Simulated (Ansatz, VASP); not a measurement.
**Sr2ZrO3 in VASP and in Ansatz**

```
Sr Zr O
1.0
     3.46655    0.00000    0.00000
    -1.73328    3.00212    0.00000
     0.00000    0.00000    8.71560
Sr Zr O
2 1 3
Direct
  0.33333 0.66667 0.17644
  0.66667 0.33333 0.82356
  0.00000 0.00000 0.50000
  0.33333 0.66667 0.63732
  0.66667 0.33333 0.36268
  0.00000 0.00000 0.00000
```

Change from the starting cell: species swapped into the Sn2Pd3Au type (P-3m1, No. 164).

Alike in both runs: functional PBE; k mesh 6 × 6 × 4; occupations gaussian, width 0.1 eV; no spin polarisation.

Ansatz relaxed the structure, and its values are those at the end. VASP's run is a single point on that final structure, the one shown.

|  | VASP | Ansatz |
| --- | --- | --- |
| version | VASP 6.6.1 | Ansatz 0.2.0 |
| potentials or method | VASP PAW PBE potentials, release 64 (Sr_sv, Zr_sv, O), cutoff 520 eV | scalar-relativistic, plane waves, PAW |
| valence electrons in the cell | 50 | 50 |

```csv
,VASP,Ansatz,Ansatz less VASP
gap on the k mesh at the Fermi level (eV),none,none,-
pressure (GPa),0.4,-0.1,-0.57
rms of the force components (eV/Å),0.006,0.004,-0.0021
```

A gap of «none» marks a metal or a gap that the smearing closes. With one functional, cell and mesh, what is left measures potentials, basis and numerics.
